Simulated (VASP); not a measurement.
Set up this calculation in VASP 6.6.1, as the native input.

```
Task                   : single point
Functional             : PBEsol
Potentials or basis    : VASP PAW PBE potentials, release 64 (Pt, Se)
Cutoff                 : 520 eV
k mesh                 : 12 × 12 × 8
Occupations            : fermi-dirac, width 0.15 eV
Spin                   : no spin polarisation
Dipole correction      : no
Further INCAR settings : ALGO = Normal; EDIFF = 1e-06; NBANDS = 18
```

The structure of PtSe2 lies in POSCAR:

```
PtSe2
1.0
    3.6948338386      0.0000000000      0.0000000000
   -1.8474169193      3.1998199670      0.0000000000
    0.0000000000      0.0000000000      4.4362399595
Pt Se
1 2
Direct
    0.0000000000      0.0000000000      0.0000000000
    0.3333333333      0.6666666667      0.2822136036
    0.6666666667      0.3333333333      0.7177863964
```

One way to write it, as run:

INCAR

```
SYSTEM = PtSe2
PREC     = Accurate       ! precision mode
ENCUT    = 520            ! plane-wave cutoff, eV
EDIFF    = 1E-6           ! SCF threshold, eV
ISMEAR   = -1             ! smearing method
SIGMA    = 0.15           ! smearing width, eV
LREAL    = .False.        ! projectors in reciprocal space
LASPH    = .True.         ! aspherical terms in the spheres
NELM     = 60             ! most SCF steps
ALGO     = Normal         ! electronic algorithm
ISIF     = 2              ! what is computed and relaxed
LWAVE    = .False.        ! write WAVECAR
LCHARG   = .True.         ! write CHGCAR
GGA      = PS             ! functional
LELF     = .True.         ! ELF
LVHAR    = .True.       
NBANDS   = 18             ! bands
```

KPOINTS

```
Automatic mesh
0
Gamma
  12 12 8
  0 0 0
```

Potentials or basis: VASP PAW PBE potentials, release 64 (Pt, Se).

Command:

```bash
$ cat potpaw_PBE.64/Pt/POTCAR potpaw_PBE.64/Se/POTCAR > POTCAR
$ mpirun -np 1 vasp_std > vasp.out
```

It gave:

| Quantity | Value |
| --- | --- |
| Pressure | 12.2 GPa |
| Largest force | 0.020 eV/Å |
| Band gap on the k mesh | zero (band 11 reaches 8.90 eV, above the bottom of band 12 at 8.24 eV) |

Caveat: the PAW data sets were made with another functional, which shifts forces and pressure a little; spin-orbit coupling is left out, which moves the levels of the heavy elements.

It took 38 s on 1 thread of Intel(R) Xeon(R) 6975P-C (Granite Rapids), with other jobs on the host, peak memory 0.26 GiB.
